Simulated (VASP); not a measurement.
Set up this calculation in VASP 6.6.1, as the native input.

* Task: single point
* Functional: r2SCAN
* Potentials or basis: VASP PAW PBE potentials, release 64 (Sn_d, Se)
* Cutoff: 520 eV
* k mesh: 6 × 6 × 6
* Occupations: fermi-dirac, width 0.3 eV
* Spin: no spin polarisation
* Dipole correction: no
* Further INCAR settings: ALGO = Normal; EDIFF = 1e-07; NBANDS = 32

Crystal: Sn3Se.

```
Sn Se
1.0
     0.00000    3.83015    3.83015
     3.83015    0.00000    3.83015
     3.83015    3.83015    0.00000
Sn Se
3 1
Direct
  0.25000 0.25000 0.25000
  0.75000 0.75000 0.75000
  0.50000 0.50000 0.50000
  0.00000 0.00000 0.00000
```

One way to write it, as run:

POSCAR

```
Sn3Se
1.0
    0.0000000000      3.8301477633      3.8301477633
    3.8301477633      0.0000000000      3.8301477633
    3.8301477633      3.8301477633      0.0000000000
Sn Se
3 1
Direct
    0.2500000000      0.2500000000      0.2500000000
    0.7500000000      0.7500000000      0.7500000000
    0.5000000000      0.5000000000      0.5000000000
    0.0000000000      0.0000000000      0.0000000000
```

INCAR.step1

```
PREC = Accurate
ENCUT = 520
ISMEAR = -1
SIGMA = 0.3
LREAL = F
LASPH = T
NELM = 100
NBANDS = 32
GGA = PE
ALGO = Normal
EDIFF = 1E-4
LWAVE = T
LCHARG = F
```

INCAR.step2

```
PREC = Accurate
ENCUT = 520
EDIFF = 1E-7
ISMEAR = -1
SIGMA = 0.3
LREAL = F
LASPH = T
NELM = 100
ALGO = Normal
ISIF = 2
LWAVE = F
LCHARG = F
METAGGA = R2SCAN
LMIXTAU = T
NBANDS = 32
ISTART = 1
```

KPOINTS

```
Automatic mesh
0
Gamma
  6 6 6
```

Potentials or basis: VASP PAW PBE potentials, release 64 (Sn_d, Se).

Command:

```sh
$ cat potpaw_PBE.64/Sn_d/POTCAR potpaw_PBE.64/Se/POTCAR > POTCAR
$ cp INCAR.step1 INCAR
$ mpirun -np 1 vasp_std > vasp.out
$ cp INCAR.step2 INCAR
$ mpirun -np 1 vasp_std > vasp.out
```

It gave:

```yaml
Pressure: -3.6 GPa
Band_gap_on_the_k_mesh: zero (band 24 reaches 6.76 eV, above the bottom of band 25 at 5.18 eV)
```

Caveat: the PAW data sets were made with another functional, which shifts forces and pressure a little; spin-orbit coupling is left out, which moves the levels of the heavy elements.

It took 93 s on 1 thread of Intel(R) Xeon(R) 6975P-C (Granite Rapids), with other jobs on the host, peak memory 0.27 GiB.
